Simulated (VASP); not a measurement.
Write the native input for VASP 6.6.1 that does the following.

| Quantity | Value |
| --- | --- |
| Task | single point |
| Functional | r2SCAN |
| Potentials or basis | VASP PAW PBE potentials, release 64 (B, P) |
| Cutoff | 520 eV |
| k mesh | 10 × 10 × 10 |
| Occupations | gaussian, width 0.05 eV |
| Spin | no spin polarisation |
| Dipole correction | no |
| Further INCAR settings | ALGO = Normal; EDIFF = 1e-06; NBANDS = 11 |

BP:

```
B P
1.0
     0.00000    2.56669    2.26900
     2.56669    0.00000    2.26900
     2.56669    2.56669    0.00000
B P
1 1
Direct
  0.00000 0.00000 0.00000
  0.75000 0.75000 0.75000
```

This cell differs from its parent crystal: strain +0.1312 x Voigt [1, 1, 0, 0, 0, 0].

The input as run:

POSCAR

```
BP
1.0
    0.0000000000      2.5666928000      2.2690000000
    2.5666928000      0.0000000000      2.2690000000
    2.5666928000      2.5666928000      0.0000000000
B P
1 1
Direct
    0.0000000000      0.0000000000      0.0000000000
    0.7500000000      0.7500000000      0.7500000000
```

INCAR.step1

```
SYSTEM = BP
PREC     = Accurate       ! precision mode
ENCUT    = 520            ! plane-wave cutoff, eV
ISMEAR   = 0              ! smearing method
SIGMA    = 0.05           ! smearing width, eV
LREAL    = .FALSE.        ! projectors in reciprocal space
LASPH    = .TRUE.         ! aspherical terms in the spheres
NELM     = 100            ! most SCF steps
NBANDS   = 11             ! bands
GGA      = PE             ! functional
ALGO     = Normal         ! electronic algorithm
EDIFF    = 1E-4           ! SCF threshold, eV
LWAVE    = .TRUE.         ! write WAVECAR
LCHARG   = .FALSE.        ! write CHGCAR
```

INCAR.step2

```
SYSTEM = BP
PREC     = Accurate       ! precision mode
ENCUT    = 520            ! plane-wave cutoff, eV
EDIFF    = 1E-6           ! SCF threshold, eV
ISMEAR   = 0              ! smearing method
SIGMA    = 0.05           ! smearing width, eV
LREAL    = .FALSE.        ! projectors in reciprocal space
LASPH    = .TRUE.         ! aspherical terms in the spheres
NELM     = 100            ! most SCF steps
ALGO     = Normal         ! electronic algorithm
ISIF     = 2              ! what is computed and relaxed
LWAVE    = .FALSE.        ! write WAVECAR
LCHARG   = .FALSE.        ! write CHGCAR
METAGGA  = R2SCAN         ! meta-GGA
LMIXTAU  = .TRUE.       
NBANDS   = 11             ! bands
ISTART   = 1
```

KPOINTS

```
Automatic mesh
0
G
  10 10 10
  0 0 0
```

Potentials or basis: VASP PAW PBE potentials, release 64 (B, P).

The run is started by

```console
$ cat potpaw_PBE.64/B/POTCAR potpaw_PBE.64/P/POTCAR > POTCAR
$ cp INCAR.step1 INCAR
$ mpirun -np 1 vasp_std > vasp.out
$ cp INCAR.step2 INCAR
$ mpirun -np 1 vasp_std > vasp.out
```

Results of the run:

| Property | Result |
| --- | --- |
| Pressure | -26.1 GPa |
| Band gap on the k mesh | 0.13 eV, indirect (least direct gap 2.29 eV) |

Caveat: the cell differs from its parent crystal (strain +0.1312 x Voigt [1, 1, 0, 0, 0, 0]); the PAW data sets were made with another functional, which shifts forces and pressure a little.

Run time: 65 s on 1 thread of Intel(R) Xeon(R) 6975P-C (Granite Rapids), on a shared host, peak memory 0.17 GiB.
